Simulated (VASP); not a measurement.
# Sb: single point with LDA

The system is Sb.

```
CELL_PARAMETERS angstrom
0.00000 2.34253 2.34253
2.34253 0.00000 2.34253
2.34253 2.34253 0.00000
ATOMIC_POSITIONS crystal
Sb 0.00000 0.00000 0.00000
```

```yaml
Program: VASP 6.6.1
Task: single point
Functional: LDA
Potentials_or_basis: VASP PAW LDA potentials, release 64 (Sb)
Cutoff: 520 eV
k_mesh: 13 × 13 × 13
Occupations: fermi-dirac, width 0.1 eV
Spin: no spin polarisation
Dipole_correction: no
Further_INCAR_settings: ALGO = Normal; EDIFF = 1e-07; NBANDS = 8
```

- Pressure: 0.2 GPa

Levels at points of the mesh, in eV from the Fermi level:
| k point | band 1 | band 2 | band 3 | band 4 | band 5 | band 6 | band 7 |
| --- | --- | --- | --- | --- | --- | --- | --- |
| (0.00, 0.00, 0.00) | -13.29 | 5.59 | 5.59 | 5.59 | 9.92 | 9.92 | 9.92 |

Wall time 30 s on 1 thread of Intel Xeon 8259CL, with other jobs on the host, peak memory 0.15 GiB.

Caveat: spin-orbit coupling is left out, which moves the levels of the heavy elements.
